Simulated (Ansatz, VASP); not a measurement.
One calculation of NaCl, two programs

```xyz
2
Lattice="0.0000 2.8317 2.8317 2.8317 0.0000 2.8317 2.8317 2.8317 0.0000" Properties=species:S:1:pos:R:3 pbc="T T T"
Na    0.0000    0.0000    0.0000
Cl    2.8317    2.8317    2.8317
```

Alike in both runs: task single point; functional PBE; k mesh 7 × 7 × 7; occupations fermi-dirac, width 0.03 eV; no spin polarisation.

```csv
,VASP,Ansatz
version,VASP 6.6.1,Ansatz 0.2.0
potentials or method,"VASP PAW PBE potentials, release 64 (Na_pv, Cl), cutoff 520 eV","all-electron LAPW, non-relativistic"
```

Ansatz gave:

```
gap on the k mesh at the Fermi level (eV) : 5.14
pressure (GPa)                            : 0.5
```

**Question.** Estimate VASP's values.

**Answer.** gap on the k mesh at the Fermi level (eV): 5.06; pressure (GPa): 0.4.

Ansatz ran all-electron here, and VASP with PAW potentials.
